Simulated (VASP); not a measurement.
Runs of VASP 6.6.1 on AlN. The structure is that of space group P6_3/mmc (No. 194), or close to it. The cells are those of the table. 

```tsv
cell	gap on the mesh (eV)	pressure (GPa)
a = 3.189, b = 3.189, c = 4.062 Å, angles 90.0, 90.0, 120.0°, 4 atoms	4.05	27.4
a = 3.355, b = 3.355, c = 4.188 Å, angles 90.0, 90.0, 120.0°, 4 atoms	3.11	(b)
a = 3.272, b = 3.272, c = 4.062 Å, angles 90.0, 90.0, 120.0°, 4 atoms	(a)	12.2
a = 3.438, b = 3.438, c = 3.811 Å, angles 90.0, 90.0, 120.0°, 4 atoms	3.79	(c)
a = 3.479, b = 3.479, c = 4.313 Å, angles 90.0, 90.0, 120.0°, 4 atoms	2.38	-20.8
```

Alike in all rows: task single point; level PBE; potentials or basis VASP PAW PBE potentials, release 64 (Al, N); no spin polarisation; k mesh 9 × 9 × 6; cutoff (eV) 520; smearing gaussian 0.05 eV.

Q: Fill in the values left out.

A: (a) 3.72; (b) -5.3; (c) 7.4.

A k mesh can miss the band edges.
